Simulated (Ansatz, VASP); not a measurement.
**Two plane-wave programs on SiC4**

The input INCAR:

```
SYSTEM = SiC4
  ALGO = Normal
  EDIFF = 1E-6
  EDIFFG = -0.01
  ENCUT = 600
  GGA = PE
  IBRION = 2
  ISIF = 3
  ISMEAR = 0
  LASPH = .True.
  LCHARG = .False.
  LREAL = .False.
  LWAVE = .False.
  NELM = 80
  NSW = 100
  PREC = Accurate
  SIGMA = 0.1
```

Contents of KPOINTS:

```
k-points
0
Gamma
  20 20 20
  0 0 0
```

The input POSCAR:

```
SiC4
1.0
   -1.2553522417      1.2553522417      5.7651599348
    1.2553522417     -1.2553522417      5.7651599348
    1.2553522417      1.2553522417     -5.7651599348
Si C
1 4
Direct
    0.0000000000      0.0000000000      0.0000000000
    0.6022345326      0.6022345326      0.0000000000
    0.2731714998      0.2731714998      0.0000000000
    0.7268285002      0.7268285002      0.0000000000
    0.3977654674      0.3977654674      0.0000000000
```

Input for Ansatz:

```yaml
crystal:
  lattice:
    - [-1.2553522417, 1.2553522417, 5.7651599348]
    - [1.2553522417, -1.2553522417, 5.7651599348]
    - [1.2553522417, 1.2553522417, -5.7651599348]
  atoms:
    - { symbol: Si, position: [0.0, 0.0, 0.0] }
    - { symbol: C, position: [0.6022345326, 0.6022345326, 0.0] }
    - { symbol: C, position: [0.2731714998, 0.2731714998, 0.0] }
    - { symbol: C, position: [0.7268285002, 0.7268285002, 0.0] }
    - { symbol: C, position: [0.3977654674, 0.3977654674, 0.0] }
basis:
  ecutwfc: 420
kpoints:
  mp_grid: { grid: [20, 20, 20] }
hamiltonian:
  xc: pbe
scf:
  occupations: { method: gaussian, width: 0.1 }
output:
  forces: true
  stress: true
  eigenvalues: true
  write_density: true
  write_potential: true
  elf: true
  volumetric_format: npy
relax:
  adjacent_minimum: "off"
  f_tol: 0.01
  max_steps: 80
  cell: { stress_tol: 0.05 }
```

Alike in both runs: task relaxation of cell and atoms; functional PBE; k mesh 20 × 20 × 20; occupations gaussian, width 0.1 eV; no spin polarisation.

|  | VASP | Ansatz |
| --- | --- | --- |
| version | VASP 6.6.1 | Ansatz 0.2.0 |
| potentials or method | VASP PAW PBE potentials, release 64 (Si, C), cutoff 600 eV | scalar-relativistic, plane waves, PAW |
| valence electrons in the cell | 20 | 20 |

```csv
,VASP,Ansatz,Ansatz less VASP
"gap on the k mesh at the Fermi level, each at its own relaxed structure (eV)",none,none,-
relaxed volume (Å³/atom),7.27,7.28,+0.004
relaxed cell length with the largest relative difference (Å),6.026,6.027,+0.0008
```

A gap of «none» marks a metal or a gap that the smearing closes.
